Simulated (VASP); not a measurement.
# Ge (Fd-3m) in VASP: relaxation of cell and atoms with PBE

Aim: the relaxation of cell and atoms of Ge with PBE.

Program: VASP 6.6.1. These are calculated values, not measurements. Logs are shortened: lines on timing, memory, paths and dates and some standing lists are left out, and cuts for length are marked.

## (1) The cell of the first run

Symmetry: Fd-3m, No. 227, cubic system. The conventional cell has a = 12.904 Å, b = 12.904 Å, c = 12.904 Å, α = 90.00°, β = 90.00°, γ = 90.00°. Ge (site symmetry 3m) has 4 Ge at 2.39 to 2.61 Å within 3.2 Å.

The cell was generated, and may not be a known phase.

## (2) Relaxation of cell and atoms, PBE

Input file INCAR:

```
PREC = Accurate
ENCUT = 600
EDIFF = 1E-6
ISMEAR = 0
SIGMA = 0.1
LREAL = False
LASPH = True
NELM = 100
ALGO = Fast
ISIF = 3
LWAVE = False
LCHARG = False
GGA = PE
IBRION = 2
NSW = 100
EDIFFG = -0.01
KPAR = 4
```

Input file KPOINTS:

```
Automatic mesh
0
Gamma
  6 6 6
```

Input file POSCAR:

```
Ge
1.0
    0.0000000000      6.4518713387      6.4518713387
    6.4518713387      0.0000000000      6.4518713387
    6.4518713387      6.4518713387      0.0000000000
Ge
8
Direct
    0.2852309061      0.5715896980      0.5715896980
    0.6784103020      0.6784103020      0.6784103020
    0.6784103020      0.6784103020      0.9647690939
    0.6784103020      0.9647690939      0.6784103020
    0.5715896980      0.2852309061      0.5715896980
    0.5715896980      0.5715896980      0.5715896980
    0.5715896980      0.5715896980      0.2852309061
    0.9647690939      0.6784103020      0.6784103020
```

Potentials or basis: VASP PAW PBE potentials, release 64 (Ge_d).

Launch:

```
cat potpaw_PBE.64/Ge_d/POTCAR > POTCAR
mpirun -np 4 vasp_std > vasp.out
```

OUTCAR:

```text
PREC = Accurate
   ENCUT = 600
   EDIFF = 1E-6
   ISMEAR = 0
   LREAL = False
   LASPH = True
   NELM = 100
   ISIF = 3
   GGA = PE
   IBRION = 2
   NSW = 100
   EDIFFG = -0.01

 ion  position               nearest neighbor table
   1  0.285  0.572  0.572-   8 2.39   6 2.61   7 2.61   5 2.61
   2  0.678  0.678  0.678-   6 2.39   4 2.61   3 2.61   8 2.61
   3  0.678  0.678  0.965-   7 2.39   4 2.61   2 2.61   8 2.61
   4  0.678  0.965  0.678-   5 2.39   3 2.61   2 2.61   8 2.61
   5  0.572  0.285  0.572-   4 2.39   1 2.61   6 2.61   7 2.61
   6  0.572  0.572  0.572-   2 2.39   1 2.61   5 2.61   7 2.61
   7  0.572  0.572  0.285-   3 2.39   1 2.61   5 2.61   6 2.61
   8  0.965  0.678  0.678-   1 2.39   2 2.61   3 2.61   4 2.61

  LATTYP: Found a face centered cubic cell.
 ALAT       =    12.9037426774

  Lattice vectors:

 A1 = (   0.0000000000,   6.4518713387,   6.4518713387)
 A2 = (   6.4518713387,   0.0000000000,   6.4518713387)
 A3 = (   6.4518713387,   6.4518713387,   0.0000000000)

Analysis of symmetry for initial positions (statically):
=====================================================================
 Subroutine PRICEL returns:
 Original cell was already a primitive cell.

 Routine SETGRP: Setting up the symmetry group for a
 face centered cubic supercell.

 Subroutine GETGRP returns: Found 48 space group operations
 (whereof 24 operations were pure point group operations)
 out of a pool of 48 trial point group operations.

The static configuration has the point symmetry T_d .
 The point group associated with its full space group is O_h .

Analysis of symmetry for dynamics (positions and initial velocities):
=====================================================================
 Subroutine PRICEL returns:
 Original cell was already a primitive cell.

 Routine SETGRP: Setting up the symmetry group for a
 face centered cubic supercell.

 Subroutine GETGRP returns: Found 48 space group operations
 (whereof 24 operations were pure point group operations)
 out of a pool of 48 trial point group operations.

The dynamic configuration has the point symmetry T_d .
 The point group associated with its full space group is O_h .

 Subroutine INISYM returns: Found 48 space group operations
 (whereof 24 operations are pure point group operations),
 and found     1 'primitive' translations
[... 102 lines left out ...]
   IBRION =      2    ionic relax: 0-MD 1-quasi-New 2-CG
   NFREE  =      1    steps in history (QN), initial steepest desc. (CG)
   ISIF   =      3    stress and relaxation
   ISYM   =      2    0-nonsym 1-usesym 2-fastsym
   POTIM  = 0.5000    time-step for ionic-motion
   TEBEG  =    0.0;   TEEND  =   0.0 temperature during run
   PSTRESS=    0.0 pullay stress
   NELECT =     112.0000    total number of electrons
   NUPDOWN=      -1.0000    fix difference up-down
   EMIN   =  10.00;   EMAX   =-10.00  energy-range for DOS
   EFERMI =   0.00;   METHOD = LEGACY
   ISMEAR =     0;   SIGMA  =   0.10  broadening in eV -4-tet -1-fermi 0-gaus
   EFERMI_NEDOS =   21; number of points for ismear=-14 and -15
   IALGO  =     68    algorithm
   IMIX   =      4    mixing-type and parameters
     AMIX     =   0.40;   BMIX     =  1.00
     AMIX_MAG =   1.60;   BMIX_MAG =  1.00
  volume/ion in A,a.u.               =      67.14       453.10
  Fermi-wavevector in a.u.,A,eV,Ry     =   0.970775  1.834498 12.822180  0.942404
  Thomas-Fermi vector in A             =   2.100937
   LORBIT       =      0    0 simple, 1 ext, 2 COOP (PROOUT), +10 PAW based schemes
   GGA     = PE    functional components
   LHFCALC =     F    Hartree Fock is set to
   AEXX    =    0.0000 exact exchange contribution
   IVDW    =     0    specifies the selected vdW correction
   LEPSILON=     F    determine dielectric tensor
   LRPA    =     F    only Hartree local field effects (RPA)
 conjugate gradient relaxation of ions
 non-spin polarized calculation
 RMM-DIIS sequential band-by-band and
 Gauss-broadening in eV      SIGMA  =   0.10
  energy-cutoff  :      600.00
  volume of cell :      537.14
 maximum number of plane-waves:     18053
 NGX is ok and might be reduce to    80
   NGX = 37   NGY = 37   NGZ = 37

 number of electron     111.9999953 magnetization

 Free energy of the ion-electron system (eV)
  ---------------------------------------------------
  ext. energy  EPLUGINS =         0.00000000
  ---------------------------------------------------
  free energy    TOTEN  =       -28.52905521 eV

  energy without entropy =      -28.50407665  energy(sigma->0) =      -28.51656593

 E-fermi :  -1.3788     XC(G=0):  -4.8544

 val. band max:       -1.3824376741   @ k =   0.3333   0.1667   0.0000
 cond. band min:      -1.3718823512   @ k =   0.5000   0.0000   0.0000
 fundamental gap:      0.0105553229
 Fermi energy:        -1.3787842526

 k-point     1 :       0.0000    0.0000    0.0000
  band No.  band energies     occupation
      1     -26.3563      2.00000
      2     -26.2079      2.00000
      3     -26.2079      2.00000
      4     -26.2079      2.00000
      5     -26.1809      2.00000
      6     -26.1809      2.00000
[... 1109 lines left out ...]
     66       2.8605      0.00000
     67       3.2896      0.00000

------------------------ aborting loop because EDIFF is reached ----------------------------------------

  FORCE on cell =-STRESS in cart. coord.  units (eV):
  Direction    XX          YY          ZZ          XY          YZ          ZX
  --------------------------------------------------------------------------------------
  -------------------------------------------------------------------------------------
  Total        0.0608515      0.0608515      0.0608515     -0.0000000     -0.0000000      0.0000000
  in kB        0.1815075      0.1815075      0.1815075     -0.0000000     -0.0000000      0.0000000
  external PRESSURE =       0.1815075 kB  Pullay stress =       0.0000000 kB

 VOLUME and BASIS-vectors are now :
 -----------------------------------------------------------------------------
  energy-cutoff  :      600.00
  volume of cell :      537.14
      direct lattice vectors                 reciprocal lattice vectors
     0.000000000  6.451871339  6.451871339    -0.077496896  0.077496896  0.077496896
     6.451871339  0.000000000  6.451871339     0.077496896 -0.077496896  0.077496896
     6.451871339  6.451871339  0.000000000     0.077496896  0.077496896 -0.077496896

 POSITION                                       TOTAL-FORCE (eV/Angst)
 -----------------------------------------------------------------------------------
      7.37565      5.52810      5.52810         0.001804     -0.001804     -0.001804
      8.75403      8.75403      8.75403        -0.001804     -0.001804     -0.001804
     10.60158     10.60158      8.75403         0.001804      0.001804     -0.001804
     10.60158      8.75403     10.60158         0.001804     -0.001804      0.001804
      5.52810      7.37565      5.52810        -0.001804      0.001804     -0.001804
      7.37565      7.37565      7.37565         0.001804      0.001804      0.001804
      5.52810      5.52810      7.37565        -0.001804     -0.001804      0.001804
      8.75403     10.60158     10.60158        -0.001804      0.001804      0.001804
 -----------------------------------------------------------------------------------
    total drift:                               -0.000001     -0.000001     -0.000001

  FREE ENERGIE OF THE ION-ELECTRON SYSTEM (eV)
  ---------------------------------------------------
  free  energy   TOTEN  =       -28.5290552149 eV

  energy  without entropy=      -28.5040766548  energy(sigma->0) =      -28.51656593

 reached required accuracy - stopping structural energy minimisation
```

CONTCAR:

```text
Ge
   1.00000000000000
     0.0000000000000000    6.4518713387000002    6.4518713387000002
     6.4518713387000002    0.0000000000000000    6.4518713387000002
     6.4518713387000002    6.4518713387000002    0.0000000000000000
  Ge
     8
Direct
     0.2852309060999971    0.5715896979999968    0.5715896979999968
     0.6784103020000032    0.6784103020000032    0.6784103020000032
     0.6784103020000032    0.6784103020000032    0.9647690939000029
     0.6784103020000032    0.9647690939000029    0.6784103020000032
     0.5715896979999968    0.2852309060999971    0.5715896979999968
     0.5715896979999968    0.5715896979999968    0.5715896979999968
     0.5715896979999968    0.5715896979999968    0.2852309060999971
     0.9647690939000029    0.6784103020000032    0.6784103020000032

  0.00000000E+00  0.00000000E+00  0.00000000E+00
  0.00000000E+00  0.00000000E+00  0.00000000E+00
  0.00000000E+00  0.00000000E+00  0.00000000E+00
  0.00000000E+00  0.00000000E+00  0.00000000E+00
  0.00000000E+00  0.00000000E+00  0.00000000E+00
  0.00000000E+00  0.00000000E+00  0.00000000E+00
  0.00000000E+00  0.00000000E+00  0.00000000E+00
  0.00000000E+00  0.00000000E+00  0.00000000E+00
```

Wall time 9.8 min (4 MPI ranks of Oxide Virtual Turin-like, shared host); peak memory 1.2 GiB.

Results:

| Item | Value |
| --- | --- |
| Free energy | -28.5291 eV |
| Pressure after relaxing | 0.0 GPa |
| Largest force after relaxing | 0.003 eV/Å |
| Band gap on the k mesh | zero (bands 56 and 57 overlap by 0.51 eV) |

Forces in eV/Å, atoms in the order of the input:
```
Ge   0.002 -0.002 -0.002
Ge  -0.002 -0.002 -0.002
Ge   0.002  0.002 -0.002
Ge   0.002 -0.002  0.002
Ge  -0.002  0.002 -0.002
Ge   0.002  0.002  0.002
Ge  -0.002 -0.002  0.002
Ge  -0.002  0.002  0.002
```

Final structure:
```yaml
crystal:
  lattice:
    - [0.00000, 6.45187, 6.45187]
    - [6.45187, 0.00000, 6.45187]
    - [6.45187, 6.45187, 0.00000]
  atoms:
    - { symbol: Ge, position: [0.28523, 0.57159, 0.57159] }
    - { symbol: Ge, position: [0.67841, 0.67841, 0.67841] }
    - { symbol: Ge, position: [0.67841, 0.67841, 0.96477] }
    - { symbol: Ge, position: [0.67841, 0.96477, 0.67841] }
    - { symbol: Ge, position: [0.57159, 0.28523, 0.57159] }
    - { symbol: Ge, position: [0.57159, 0.57159, 0.57159] }
    - { symbol: Ge, position: [0.57159, 0.57159, 0.28523] }
    - { symbol: Ge, position: [0.96477, 0.67841, 0.67841] }
```

Levels at points of the mesh, in eV from the Fermi level:
| k point | band 54 | band 55 | band 56 | band 57 | band 58 | band 59 |
| --- | --- | --- | --- | --- | --- | --- |
| (0.00, 0.00, 0.00) | -1.36 | -0.51 | -0.51 | -0.51 | 0.84 | 0.84 |
| (0.50, 0.00, 0.00) | -1.15 | 0.01 | 0.01 | 0.08 | 0.08 | 0.80 |
| (0.50, 0.50, 0.00) | -0.71 | -0.71 | -0.71 | 0.33 | 0.33 | 1.33 |

Caveat: semilocal functionals underestimate gaps, and a narrow one can read as zero.
